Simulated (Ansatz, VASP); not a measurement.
**GaSb: VASP beside Ansatz**

Contents of INCAR:

```
ALGO     = Normal         # electronic algorithm
EDIFF    = 1E-6           # SCF threshold, eV
ENCUT    = 500            # plane-wave cutoff, eV
GGA      = PE             # functional
GGA_COMPAT= F            
ISIF     = 2              # what is computed and relaxed
ISMEAR   = -1             # smearing method
LASPH    = T              # aspherical terms in the spheres
LCHARG   = F              # write CHGCAR
LREAL    = F              # projectors in reciprocal space
LWAVE    = F              # write WAVECAR
NBANDS   = 21             # bands
NELM     = 120            # most SCF steps
PREC     = Accurate       # precision mode
SIGMA    = 0.02           # smearing width, eV
```

The input KPOINTS:

```
k-points
0
Gamma
  8 8 8
```

POSCAR

```
GaSb
1.0
    0.0000000000      3.0658787979      2.9432436460
    3.0658787979      0.0000000000      2.9432436460
    3.0658787979      3.0658787979      0.0000000000
Ga Sb
1 1
Direct
    0.0000000000      0.0000000000      0.0000000000
    0.2500000000      0.2500000000      0.2500000000
```

Input for Ansatz:

```yaml
crystal:
  lattice:
    - [0.0, 3.0658787979, 2.943243646]
    - [3.0658787979, 0.0, 2.943243646]
    - [3.0658787979, 3.0658787979, 0.0]
  atoms:
    - { symbol: Ga, position: [0.0, 0.0, 0.0] }
    - { symbol: Sb, position: [0.25, 0.25, 0.25] }
kpoints:
  mp_grid: { grid: [8, 8, 8] }
  band_path:
    path:
      - [0.0, 0.0, 0.0]
      - [-0.5, -0.5, 0.0]
      - [-0.375, -0.375, 0.25]
      - [-0.375, 0.0, 0.375]
      - [0.0, 0.0, 0.5]
      - [-0.5, -0.25, 0.25]
    npoints: 1
hamiltonian:
  xc: pbe
scf:
  occupations: { method: fermi_dirac, width: 0.02 }
  n_extra_bands: 4
output:
  forces: true
  stress: true
  eigenvalues: true
```

Change from the starting cell: uniaxial_z strain -4.0%.

Alike in both runs: task single point; functional PBE; k mesh 8 × 8 × 8; occupations fermi-dirac, width 0.02 eV; no spin polarisation.

|  | VASP | Ansatz |
| --- | --- | --- |
| version | VASP 6.6.1 | Ansatz 0.2.0 |
| potentials or method | VASP PAW PBE potentials, release 64 (Ga_d, Sb_d_GW) | plane waves, PAW |
| plane-wave cutoff (eV) | 500 | 420 |
| valence electrons in the cell | 28 | 28 |

```tsv
	VASP	Ansatz	Ansatz less VASP
pressure (GPa)	4.3	4.3	+0.02
traceless stress, the component that is largest in VASP (GPa)	1.08	1.08	+0.003
```

Neither program's run includes spin-orbit coupling.
